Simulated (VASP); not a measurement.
Runs of VASP 6.6.1 on NbTe (CsCl type). The structure is that of space group Pm-3m (No. 221), or close to it. The cells are those of the table. 

| task | cell | cutoff (eV) | k mesh for the DOS | occupations for the DOS | gap on the mesh (eV) | pressure (GPa) |
| --- | --- | --- | --- | --- | --- | --- |
| single point | a = 2.722 Å, 2 atoms | 520 | - | - | none | 407.3 |
| single point | a = 2.855 Å, 2 atoms | 520 | - | - | none | (a) |
| relaxation of cell and atoms | relaxed from a = 3.240 Å, 2 atoms | 600 | - | - | none | 0.0 |
| single point | a = 3.292 Å, 2 atoms | 520 | - | - | none | 14.8 |

Alike in all rows: level PBEsol; potentials or basis VASP PAW PBE potentials, release 64 (Nb_sv, Te); no spin polarisation; k mesh 12 × 12 × 12; smearing fermi-dirac 0.1 eV.

Q: Fill in the values left out.

A: (a) 233.8.

Caveats: the PAW data sets were made with another functional, which shifts forces and pressure a little; spin-orbit coupling is left out, which moves the levels of the heavy elements.

A k mesh can miss the band edges, and the runs leave out spin-orbit coupling on Nb, Te.

A gap of «none» marks levels without a gap at the run's occupations.
